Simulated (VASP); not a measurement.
# SiNi3 (Pm-3m) in VASP: further runs, part 3 of 3

VASP 6.6.1.

### 5 Single point, PBE

This run uses another cell than the first one, of 10.78 Å³/atom, 1.099 times its volume.

The input, INCAR:

```
SYSTEM = SiNi3
PREC     = Accurate       ! precision mode
ENCUT    = 520            ! plane-wave cutoff, eV
EDIFF    = 1E-7           ! SCF threshold, eV
ISMEAR   = 0              ! smearing method
SIGMA    = 0.1            ! smearing width, eV
LREAL    = .False.        ! projectors in reciprocal space
LASPH    = .True.         ! aspherical terms in the spheres
NELM     = 80             ! most SCF steps
ALGO     = Normal         ! electronic algorithm
ISIF     = 2              ! what is computed and relaxed
LWAVE    = .False.        ! write WAVECAR
LCHARG   = .False.        ! write CHGCAR
GGA      = PE             ! functional
NBANDS   = 25             ! bands
```

The input, KPOINTS:

```
regular mesh
0
Gamma
  12 12 12
  0 0 0
```

The input, POSCAR:

```
SiNi3
1.0
    3.5062675424      0.0000000000      0.0000000000
    0.0000000000      3.5062675424      0.0000000000
    0.0000000000      0.0000000000      3.5062675424
Si Ni
1 3
Direct
    0.0000000000      0.0000000000      0.0000000000
    0.0000000000      0.5000000000      0.5000000000
    0.5000000000      0.0000000000      0.5000000000
    0.5000000000      0.5000000000      0.0000000000
```

Potentials or basis: VASP PAW PBE potentials, release 64 (Si, Ni).

Started as:

```sh
cat potpaw_PBE.64/Si/POTCAR potpaw_PBE.64/Ni/POTCAR > POTCAR
mpirun -np 1 vasp_std > vasp.out
```

OUTCAR:

```text
SYSTEM = SiNi3
   PREC = Accurate
   ENCUT = 520
   EDIFF = 1E-7
   ISMEAR = 0
   LREAL = .False.
   LASPH = .True.
   NELM = 80
   ISIF = 2
   GGA = PE

 ion  position               nearest neighbor table
   1  0.000  0.000  0.000-   2 2.48   3 2.48   4 2.48   2 2.48   3 2.48   2 2.48   4 2.48   2 2.48
                             3 2.48   4 2.48   3 2.48   4 2.48
   2  0.000  0.500  0.500-   1 2.48   3 2.48   4 2.48   1 2.48   4 2.48   1 2.48   3 2.48   1 2.48
                             3 2.48   4 2.48   4 2.48   3 2.48
   3  0.500  0.000  0.500-   1 2.48   2 2.48   4 2.48   1 2.48   4 2.48   2 2.48   4 2.48   4 2.48
                             1 2.48   2 2.48   1 2.48   2 2.48
   4  0.500  0.500  0.000-   1 2.48   2 2.48   3 2.48   2 2.48   3 2.48   1 2.48   3 2.48   3 2.48
                             1 2.48   2 2.48   2 2.48   1 2.48

  LATTYP: Found a simple cubic cell.
 ALAT       =     3.5062675424

  Lattice vectors:

 A1 = (   3.5062675424,   0.0000000000,   0.0000000000)
 A2 = (   0.0000000000,   3.5062675424,   0.0000000000)
 A3 = (   0.0000000000,   0.0000000000,   3.5062675424)

Analysis of symmetry for initial positions (statically):
=====================================================================
 Subroutine PRICEL returns:
 Original cell was already a primitive cell.

 Routine SETGRP: Setting up the symmetry group for a
[... 171 lines left out ...]
  energy without entropy =      -23.67561498  energy(sigma->0) =      -23.68079009

 E-fermi :  10.6538     XC(G=0): -13.0972

 val. band max:       10.6445400871   @ k =   0.0833   0.0833   0.0000
 cond. band min:      10.6750823490   @ k =   0.4167   0.4167   0.3333
 fundamental gap:      0.0305422619
 Fermi energy:        10.6538444038

 k-point     1 :       0.0000    0.0000    0.0000
  band No.  band energies     occupation
      1      -1.2720      2.00000
      2       5.7858      2.00000
      3       6.6057      2.00000
      4       6.6057      2.00000
      5       7.1244      2.00000
      6       7.1244      2.00000
[... 661 lines left out ...]
     24      20.4767      0.00000
     25      21.3793      0.00000

 [... further k-points ...]
[... 5 lines left out ...]
  --------------------------------------------------------------------------------------
  -------------------------------------------------------------------------------------
  Total        0.0064671      0.0064671      0.0064671      0.0000000      0.0000000      0.0000000
  in kB        0.2403716      0.2403716      0.2403716      0.0000000      0.0000000      0.0000000
  external PRESSURE =       0.2403716 kB  Pullay stress =       0.0000000 kB

 VOLUME and BASIS-vectors are now :
 -----------------------------------------------------------------------------
  energy-cutoff  :      520.00
  volume of cell :       43.11
      direct lattice vectors                 reciprocal lattice vectors
     3.506267542  0.000000000  0.000000000     0.285203564  0.000000000  0.000000000
     0.000000000  3.506267542  0.000000000     0.000000000  0.285203564  0.000000000
     0.000000000  0.000000000  3.506267542     0.000000000  0.000000000  0.285203564

 POSITION                                       TOTAL-FORCE (eV/Angst)
 -----------------------------------------------------------------------------------
      0.00000      0.00000      0.00000         0.000000      0.000000      0.000000
      0.00000      1.75313      1.75313         0.000000      0.000000      0.000000
      1.75313      0.00000      1.75313         0.000000      0.000000      0.000000
      1.75313      1.75313      0.00000         0.000000      0.000000      0.000000
 -----------------------------------------------------------------------------------
    total drift:                                0.000000      0.000000      0.000000

  FREE ENERGIE OF THE ION-ELECTRON SYSTEM (eV)
  ---------------------------------------------------
  free  energy   TOTEN  =       -23.6859651953 eV

  energy  without entropy=      -23.6756149812  energy(sigma->0) =      -23.68079009
```

Wall time 54 s (1 thread of AMD EPYC 9R14 (Zen 4), shared host); peak memory 0.17 GiB.

Results:

* Free energy: -23.6860 eV
* Pressure: 0.0 GPa
* Band gap on the k mesh: zero (band 17 reaches 10.69 eV, above the bottom of band 18 at 10.45 eV)

Levels at points of the mesh, in eV from the Fermi level:
```csv
k point,band 14,band 15,band 16,band 17,band 18,band 19,band 20,band 21
"(0.00, 0.00, 0.00)",-0.62,-0.62,-0.30,0.03,0.03,0.03,4.82,6.33
"(0.50, 0.00, 0.00)",-1.29,-1.14,-0.56,0.03,3.60,3.60,5.20,5.27
"(0.50, 0.50, 0.00)",-1.42,-1.11,-1.01,-0.94,0.65,0.65,5.58,6.33
"(0.50, 0.50, 0.50)",-1.24,-1.24,-0.39,-0.21,-0.21,-0.21,1.20,4.02
```

Spin polarisation is off, so any magnetic state and its effect on volume and gap are missing.

### 6 Single point, PBE

This run uses another cell than the first one, of 10.78 Å³/atom, 1.099 times its volume.

The input, INCAR:

```
  PREC = Accurate
  ENCUT = 520
  EDIFF = 1E-6
  ISMEAR = 0
  SIGMA = 0.1
  LREAL = F
  LASPH = T
  NELM = 80
  ALGO = Normal
  ISIF = 2
  LWAVE = F
  LCHARG = T
  GGA = PE
  LELF = T
  LVHAR = T
  NBANDS = 25
```

The input, KPOINTS:

```
regular mesh
0
Gamma
  12 12 12
```

POSCAR is that of step 5.

Potentials or basis: VASP PAW PBE potentials, release 64 (Si, Ni).

Started as:

```sh
cat potpaw_PBE.64/Si/POTCAR potpaw_PBE.64/Ni/POTCAR > POTCAR
mpirun -np 1 vasp_std > vasp.out
```

Run time: 57 s. Hardware: 1 thread of AMD EPYC 9R14 (Zen 4), shared host; peak memory 0.17 GiB.

It converged, with:

- Free energy: -23.6860 eV
- Pressure: 0.0 GPa
- Band gap on the k mesh: zero (band 17 reaches 10.69 eV, above the bottom of band 18 at 10.45 eV)

Levels at points of the mesh, in eV from the Fermi level:
| k point | band 13 | band 14 | band 15 | band 16 | band 17 | band 18 | band 19 | band 20 | band 21 | band 22 |
| --- | --- | --- | --- | --- | --- | --- | --- | --- | --- | --- |
| (0.00, 0.00, 0.00) | -0.89 | -0.62 | -0.62 | -0.30 | 0.03 | 0.03 | 0.03 | 4.82 | 6.33 | 6.33 |
| (0.50, 0.00, 0.00) | -1.31 | -1.29 | -1.14 | -0.56 | 0.03 | 3.60 | 3.60 | 5.20 | 5.27 | 5.27 |
| (0.50, 0.50, 0.00) | -1.43 | -1.42 | -1.11 | -1.01 | -0.94 | 0.65 | 0.65 | 5.58 | 6.33 | 7.67 |
| (0.50, 0.50, 0.50) | -1.44 | -1.24 | -1.24 | -0.39 | -0.21 | -0.21 | -0.21 | 1.20 | 4.02 | 4.02 |

Spin polarisation is off, so any magnetic state and its effect on volume and gap are missing.

### 7 Summary

```csv
cell,gap on the mesh (eV),pressure (GPa)
"a = 3.398 Å, 4 atoms",none,25.0
"a = 3.435 Å, 4 atoms",none,15.2
"a = 3.471 Å, 4 atoms",none,7.0
"a = 3.506 Å, 4 atoms",none,0.0
```

Alike in all rows: task single point; level PBE; potentials or basis VASP PAW PBE potentials, release 64 (Si, Ni); no spin polarisation; k mesh 12 × 12 × 12; cutoff (eV) 520; smearing gaussian 0.1 eV.

Total energies depend on the potentials used, so only differences within one code and one set of settings carry meaning.
